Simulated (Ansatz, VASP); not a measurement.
## AlN: VASP beside Ansatz

```xyz
4
Lattice="2.8329 0.0000 0.0000 -1.4164 2.4533 0.0000 0.0000 0.0000 4.8410" Properties=species:S:1:pos:R:3 pbc="T T T"
Al    0.0000    0.0000    0.0000
Al    0.0000    0.0000    2.4205
N     0.0000    1.6355    1.2103
N     1.4164    0.8178    3.6308
```

Alike in both runs: task single point; functional r2SCAN; k mesh 12 × 12 × 6; no spin polarisation.

|  | VASP | Ansatz |
| --- | --- | --- |
| version | VASP 6.6.1 | Ansatz 0.2.0 |
| potentials or method | VASP PAW PBE potentials, release 64 (Al, N) | plane waves, PAW |
| plane-wave cutoff (eV) | 520 | 500 |
| occupations | gaussian, width 0.01 eV | fixed |
| valence electrons in the cell | 16 | 16 |

Ansatz gave:

| Property | Result |
| --- | --- |
| gap on the k mesh at the Fermi level (eV) | 5.69 |
| pressure (GPa) | 0.0 |
| traceless stress, the component that is largest in VASP (GPa) | 0.00 |

Question: What did VASP give for the same quantities?

Answer: gap on the k mesh at the Fermi level (eV): 5.69; pressure (GPa): -0.8; traceless stress, the component that is largest in VASP (GPa): -0.11.

VASP's potentials were made for PBE, not for r2SCAN.
